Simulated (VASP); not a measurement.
Write the native input for VASP 6.6.1 that does the following.

| Property | Result |
| --- | --- |
| Task | single point |
| Functional | PBE |
| Potentials or basis | VASP PAW PBE potentials, release 64 (Ti_sv, O) |
| Cutoff | 600 eV |
| k mesh | 4 × 4 × 4 |
| Occupations | gaussian, width 0.01 eV |
| Spin | no spin polarisation |
| Dipole correction | no |
| Further INCAR settings | ALGO = Normal; EDIFF = 1e-06; NBANDS = 19 |

The structure of TiO2 lies in POSCAR:

```
TiO2
1.0
    0.0000000000      2.3761821900      2.3761821900
    2.3761821900      0.0000000000      2.3761821900
    2.3761821900      2.3761821900      0.0000000000
Ti O
1 2
Direct
    0.0000000000      0.0000000000      0.0000000000
    0.2500000000      0.2500000000      0.2500000000
    0.7500000000      0.7500000000      0.7500000000
```

The input as run:

INCAR

```
SYSTEM = TiO2
ALGO = Normal
EDIFF = 1E-6
ENCUT = 600
GGA = PE
GGA_COMPAT = .FALSE.
ISIF = 2
ISMEAR = 0
LASPH = .TRUE.
LCHARG = .TRUE.
LELF = .TRUE.
LREAL = .FALSE.
LVHAR = .TRUE.
LWAVE = .FALSE.
NBANDS = 19
NELM = 120
PREC = Accurate
SIGMA = 0.01
```

KPOINTS

```
k-points
0
G
  4 4 4
  0 0 0
```

Potentials or basis: VASP PAW PBE potentials, release 64 (Ti_sv, O).

Run with:

```sh
$ cat potpaw_PBE.64/Ti_sv/POTCAR potpaw_PBE.64/O/POTCAR > POTCAR
$ mpirun -np 1 vasp_std > vasp.out
```

Results of the run:

The pressure is 14.0 GPa. The band gap on the k mesh is 1.15 eV, indirect (least direct gap 1.89 eV).

Caveat: the k points lie up to 0.57 Å⁻¹ apart.

Run time: 5.3 s on 1 thread of Intel(R) Xeon(R) 6975P-C (Granite Rapids) (shared host), peak memory 0.15 GiB.
